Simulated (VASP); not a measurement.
Write the native input for VASP 6.6.1 that does the following.

| Item | Value |
| --- | --- |
| Task | single point |
| Functional | PBE |
| Potentials or basis | VASP PAW PBE potentials, release 64 (Co, Pd, O) |
| Cutoff | 520 eV |
| k mesh | 3 × 3 × 3 |
| Occupations | gaussian, width 0.15 eV |
| Spin | collinear spin, ferromagnetic start |
| Starting moments | [3.0, 3.0, 0.0, 0.0, 0.0, 0.0, 0.0, 0.0] μB |
| Dipole correction | no |
| Further INCAR settings | ALGO = Normal; EDIFF = 1e-07; NBANDS = 45 |

The structure of CoPdO2 lies in POSCAR:

```
CoPdO2
1.0
    5.0231575583      0.0000000000      0.0000000000
    0.0000000000      5.0231575583      0.0000000000
    0.0000000000      0.0000000000      5.1955488275
Co Pd O
2 2 4
Direct
    0.0000000000      0.0000000000      0.5000000000
    0.5000000000      0.5000000000      0.0000000000
    0.0000000000      0.0000000000      0.0000000000
    0.5000000000      0.5000000000      0.5000000000
    0.7350094393      0.7350094393      0.0000000000
    0.2649905607      0.2649905607      0.0000000000
    0.7649905607      0.2350094393      0.5000000000
    0.2350094393      0.7649905607      0.5000000000
```

The cell was generated, and may not be a known phase.

One way to write it, as run:

INCAR

```
SYSTEM = CoPdO2
PREC     = Accurate       ! precision mode
ENCUT    = 520            ! plane-wave cutoff, eV
EDIFF    = 1E-7           ! SCF threshold, eV
ISMEAR   = 0              ! smearing method
SIGMA    = 0.15           ! smearing width, eV
LREAL    = .False.        ! projectors in reciprocal space
LASPH    = .True.         ! aspherical terms in the spheres
NELM     = 150            ! most SCF steps
ALGO     = Normal         ! electronic algorithm
ISIF     = 2              ! what is computed and relaxed
LWAVE    = .False.        ! write WAVECAR
LCHARG   = .True.         ! write CHGCAR
ISPIN    = 2              ! spin polarisation
MAGMOM   = 3 3 0 0 0 0 0 0 ! initial moments
LORBIT   = 11             ! projections on sites
LMAXMIX  = 4              ! l up to which the mixer works
GGA      = PE             ! functional
LELF     = .True.         ! ELF
LVHAR    = .True.       
NBANDS   = 45             ! bands
```

KPOINTS

```
Automatic mesh
0
Gamma
  3 3 3
  0 0 0
```

Potentials or basis: VASP PAW PBE potentials, release 64 (Co, Pd, O).

Command:

```sh
$ cat potpaw_PBE.64/Co/POTCAR potpaw_PBE.64/Pd/POTCAR potpaw_PBE.64/O/POTCAR > POTCAR
$ mpirun -np 1 vasp_std > vasp.out
```

It gave:

The pressure is -0.2 GPa, the largest force is 0.021 eV/Å and the net moment is 3.62 μB per cell. The site moments are Co +1.50; Pd -0.01; O +0.12 μB and the valence electrons inside the program's atomic spheres are Co 8.39; Pd 9.44; O 4.95.

Caveat: the k points lie up to 0.42 Å⁻¹ apart.

Run time: 2.3 min on 1 thread of Intel(R) Xeon(R) Platinum 8259CL CPU @ 2.50GHz (Skylake/Cascade Lake) (shared host), peak memory 0.31 GiB.
